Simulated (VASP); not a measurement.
# Ni (Im-3m) in VASP: further runs

Ni is run at these levels: PBEsol; tasks: single point.

Program: VASP 6.6.1. These are calculated values, not measurements. Logs are shortened: lines on timing, memory, paths and dates and some standing lists are left out, and cuts for length are marked.

## Step 1: The cell of the first run

The structure is cubic, space group Im-3m (No. 229). The conventional cell has a = 2.447 Å, b = 2.447 Å, c = 2.447 Å, α = 90.00°, β = 90.00°, γ = 90.00°. Within 2.8 Å of Ni (site symmetry m-3m) lie 14 Ni at 2.12 to 2.45 Å.

## Step 2: Single point, PBEsol, collinear spin, ferromagnetic start (volume scaled by 0.7)

INCAR reads:

```
SYSTEM = Ni
PREC     = Accurate       ! precision mode
ENCUT    = 520            ! plane-wave cutoff, eV
EDIFF    = 1E-7           ! SCF threshold, eV
ISMEAR   = -1             ! smearing method
SIGMA    = 0.08           ! smearing width, eV
LREAL    = .FALSE.        ! projectors in reciprocal space
LASPH    = .TRUE.         ! aspherical terms in the spheres
NELM     = 150            ! most SCF steps
ALGO     = Normal         ! electronic algorithm
ISIF     = 2              ! what is computed and relaxed
LWAVE    = .FALSE.        ! write WAVECAR
LCHARG   = .FALSE.        ! write CHGCAR
ISPIN    = 2              ! spin polarisation
MAGMOM   = 1              ! initial moments
LORBIT   = 11             ! projections on sites
LMAXMIX  = 4              ! l up to which the mixer works
GGA      = PS             ! functional
NBANDS   = 15             ! bands
```

KPOINTS reads:

```
Automatic mesh
0
G
  21 21 21
  0 0 0
```

POSCAR reads:

```
Ni
1.0
   -1.2236356515      1.2236356515      1.2236356515
    1.2236356515     -1.2236356515      1.2236356515
    1.2236356515      1.2236356515     -1.2236356515
Ni
1
Direct
    0.0000000000      0.0000000000      0.0000000000
```

Potentials or basis: VASP PAW PBE potentials, release 64 (Ni).

Command:

```sh
$ cat potpaw_PBE.64/Ni/POTCAR > POTCAR
$ mpirun -np 1 vasp_std > vasp.out
```

OUTCAR:

```text
SYSTEM = Ni
   PREC = Accurate
   ENCUT = 520
   EDIFF = 1E-7
   ISMEAR = -1
   LREAL = .FALSE.
   LASPH = .TRUE.
   NELM = 150
   ISIF = 2
   ISPIN = 2
   LORBIT = 11
   GGA = PS

 ion  position               nearest neighbor table
   1  0.000  0.000  0.000-

  LATTYP: Found a body centered cubic cell.
 ALAT       =     2.4472713030

  Lattice vectors:

 A1 = (  -1.2236356515,   1.2236356515,   1.2236356515)
 A2 = (   1.2236356515,  -1.2236356515,   1.2236356515)
 A3 = (   1.2236356515,   1.2236356515,  -1.2236356515)

Analysis of symmetry for initial positions (statically):
=====================================================================
 Subroutine PRICEL returns:
 Original cell was already a primitive cell.

 Routine SETGRP: Setting up the symmetry group for a
 body centered cubic supercell.

 Subroutine GETGRP returns: Found 48 space group operations
 (whereof 48 operations were pure point group operations)
 out of a pool of 48 trial point group operations.

The static configuration has the point symmetry O_h .

Analysis of symmetry for dynamics (positions and initial velocities):
=====================================================================
 Subroutine PRICEL returns:
 Original cell was already a primitive cell.

 Routine SETGRP: Setting up the symmetry group for a
 body centered cubic supercell.

 Subroutine GETGRP returns: Found 48 space group operations
 (whereof 48 operations were pure point group operations)
 out of a pool of 48 trial point group operations.

The dynamic configuration has the point symmetry O_h .

Analysis of structural, dynamic, and magnetic symmetry:
=====================================================================
 Subroutine PRICEL returns:
 Original cell was already a primitive cell.

 Routine SETGRP: Setting up the symmetry group for a
 body centered cubic supercell.

 Subroutine GETGRP returns: Found 48 space group operations
 (whereof 48 operations were pure point group operations)
 out of a pool of 48 trial point group operations.

The overall configuration has the point symmetry O_h .

 Subroutine INISYM returns: Found 48 space group operations
 (whereof 48 operations are pure point group operations),
 and found     1 'primitive' translations

----------------------------------------------------------------------------------------

                                     Primitive cell

  volume of cell :       7.3285

  direct lattice vectors                    reciprocal lattice vectors
    -1.223635651  1.223635651  1.223635651     0.000000000  0.408618366  0.408618366
     1.223635651 -1.223635651  1.223635651     0.408618366  0.000000000  0.408618366
[... 116 lines left out ...]
  volume of cell :        7.33
 maximum number of plane-waves:       212
   NGX =  7   NGY =  7   NGZ =  7

 number of electron      10.0000010 magnetization       0.0000133

 Free energy of the ion-electron system (eV)
  ---------------------------------------------------
  ext. energy  EPLUGINS =         0.00000000
  ---------------------------------------------------
  free energy    TOTEN  =        -4.78848883 eV

  energy without entropy =       -4.76420304  energy(sigma->0) =       -4.77634594

 E-fermi :  15.9971     XC(G=0): -15.9527

 val. band max:       15.9963529119   @ k =  -0.4762   0.4762   0.4286
 cond. band min:      16.0077560790   @ k =   0.3333   0.0476   0.0000
 fundamental gap:      0.0114031671
 Fermi energy:        15.9970515574

 spin component 1

 k-point     1 :       0.0000    0.0000    0.0000
  band No.  band energies     occupation
      1       3.9932      1.00000
      2      12.6080      1.00000
      3      12.6080      1.00000
      4      12.6080      1.00000
      5      14.9510      1.00000
      6      14.9510      1.00000
      7      46.3867      0.00000
      8      46.3867      0.00000
      9      46.3867      0.00000
     10      54.8066      0.00000
     11      54.8066      0.00000
     12      59.6623      0.00000
     13      59.6623      0.00000
     14      59.6623      0.00000
[... 403 lines left out ...]
      4      14.4357      1.00000
      5      14.6695      1.00000
      6      15.1870      0.99996
      7      37.2211      0.00000
      8      40.6680      0.00000
      9      46.5500      0.00000
     10      47.9302      0.00000
     11      54.0618      0.00000
     12      55.6695      0.00000
     13      60.9163      0.00000
     14      62.6354      0.00000
     15      63.8429      0.00000

 [... further k-points ...]

 spin component 2

 k-point     1 :       0.0000    0.0000    0.0000
  band No.  band energies     occupation
      1       3.9932      1.00000
      2      12.6081      1.00000
      3      12.6081      1.00000
      4      12.6081      1.00000
      5      14.9511      1.00000
      6      14.9511      1.00000
      7      46.3867      0.00000
      8      46.3867      0.00000
      9      46.3867      0.00000
     10      54.8065      0.00000
     11      54.8065      0.00000
     12      59.6622      0.00000
     13      59.6622      0.00000
     14      59.6622      0.00000
[... 403 lines left out ...]
      4      14.4357      1.00000
      5      14.6695      1.00000
      6      15.1871      0.99996
      7      37.2210      0.00000
      8      40.6679      0.00000
      9      46.5499      0.00000
     10      47.9301      0.00000
     11      54.0618      0.00000
     12      55.6695      0.00000
     13      60.9164      0.00000
     14      62.6354      0.00000
     15      63.8429      0.00000

 [... further k-points ...]
[... 5 lines left out ...]
  --------------------------------------------------------------------------------------
  -------------------------------------------------------------------------------------
  Total        8.4081986      8.4081986      8.4081986      0.0000000      0.0000000      0.0000000
  in kB     1838.2187376   1838.2187376   1838.2187376      0.0000000      0.0000000      0.0000000
  external PRESSURE =    1838.2187376 kB  Pullay stress =       0.0000000 kB

 VOLUME and BASIS-vectors are now :
 -----------------------------------------------------------------------------
  energy-cutoff  :      520.00
  volume of cell :        7.33
      direct lattice vectors                 reciprocal lattice vectors
    -1.223635651  1.223635651  1.223635651     0.000000000  0.408618366  0.408618366
     1.223635651 -1.223635651  1.223635651     0.408618366  0.000000000  0.408618366
     1.223635651  1.223635651 -1.223635651     0.408618366  0.408618366  0.000000000

 POSITION                                       TOTAL-FORCE (eV/Angst)
 -----------------------------------------------------------------------------------
      0.00000      0.00000      0.00000         0.000000      0.000000      0.000000
 -----------------------------------------------------------------------------------
    total drift:                                0.000000      0.000000     -0.000000

  FREE ENERGIE OF THE ION-ELECTRON SYSTEM (eV)
  ---------------------------------------------------
  free  energy   TOTEN  =        -4.7884888323 eV

  energy  without entropy=       -4.7642030434  energy(sigma->0) =       -4.77634594

 total charge

# of ion       s       p       d       tot
------------------------------------------
    1        0.712   0.970   8.689  10.371

 magnetization (x)

# of ion       s       p       d       tot
------------------------------------------
    1       -0.000  -0.000   0.000   0.000
```

OSZICAR:

```text
N       E                     dE             d eps       ncg     rms          rms(c)
DAV:   1     0.327321523203E+02    0.32732E+02   -0.40617E+03 18803   0.939E+02
DAV:   2    -0.450944224620E+01   -0.37242E+02   -0.34783E+02 19435   0.174E+02
DAV:   3    -0.563534971903E+01   -0.11259E+01   -0.11163E+01 20828   0.290E+01
DAV:   4    -0.563875771569E+01   -0.34080E-02   -0.34078E-02 20493   0.156E+00
DAV:   5    -0.563876799084E+01   -0.10275E-04   -0.10276E-04 20890   0.828E-02    0.189E+01
DAV:   6    -0.489709025013E+01    0.74168E+00   -0.49641E+00 21899   0.277E+01    0.682E+00
DAV:   7    -0.481978252678E+01    0.77308E-01   -0.23247E-01 19768   0.606E+00    0.432E+00
DAV:   8    -0.478936456608E+01    0.30418E-01   -0.31225E-02 24461   0.124E+00    0.992E-01
DAV:   9    -0.478851026003E+01    0.85431E-03   -0.50295E-04 21369   0.189E-01    0.148E-01
DAV:  10    -0.478846917292E+01    0.41087E-04   -0.53497E-05 21543   0.996E-02    0.416E-02
DAV:  11    -0.478849012993E+01   -0.20957E-04   -0.15472E-05 21247   0.389E-02    0.164E-02
DAV:  12    -0.478848885312E+01    0.12768E-05   -0.42524E-07 19750   0.441E-03    0.111E-03
DAV:  13    -0.478848883231E+01    0.20803E-07   -0.20616E-08 13732   0.106E-03
   1 F= -.47884888E+01 E0= -.47763459E+01  d E =-.242858E-01  mag=     0.0000
```

Run time: 19 s. Hardware: 1 thread of Intel Xeon 6975P-C (Granite Rapids), shared host; peak memory 0.15 GiB.

Results:

| Item | Value |
| --- | --- |
| Free energy | -4.7885 eV |
| Pressure | 183.8 GPa |
| Band gap on the k mesh | zero (filled and empty bands overlap) |
| Net moment | 0.00 μB per cell |

Caveat: the PAW data sets were made with another functional, which shifts forces and pressure a little.

(Continued in part 2 of 2.)
